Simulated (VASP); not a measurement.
**CdSe: vibrations by perturbation theory with LDA**

CdSe:

```
Cd Se
1.0
     2.97281    2.97281    0.00000
    -2.97281    2.97281    0.00000
     0.00000    2.97281    2.97281
Cd Se
1 1
Cartesian
  0.0000 0.0000 0.0000
  1.4864 4.4592 1.4864
```

* Program: VASP 6.6.1
* Task: vibrations by perturbation theory
* Functional: LDA
* Potentials or basis: VASP PAW LDA potentials, release 64 (Cd, Se)
* Cutoff: 520 eV
* k mesh: 6 × 6 × 6
* Occupations: gaussian, width 0.01 eV
* Spin: no spin polarisation
* Dipole correction: no
* Further INCAR settings: ALGO = Normal; EDIFF = 1e-08; IBRION = 8; NSW = 1

```
Highest phonon frequency at Γ, LO-TO splitting left out : 189 cm⁻¹
```

Phonon frequencies in cm⁻¹ (negative: imaginary):
```
              q point        frequencies
(0.000, 0.000, 0.000)  0 0 0 189 189 189
```

Wall time 82 s on 1 thread of Intel Xeon 8259CL (shared host), peak memory 0.24 GiB.

Caveat: the cell stands under pressure or tension, which shifts response properties.
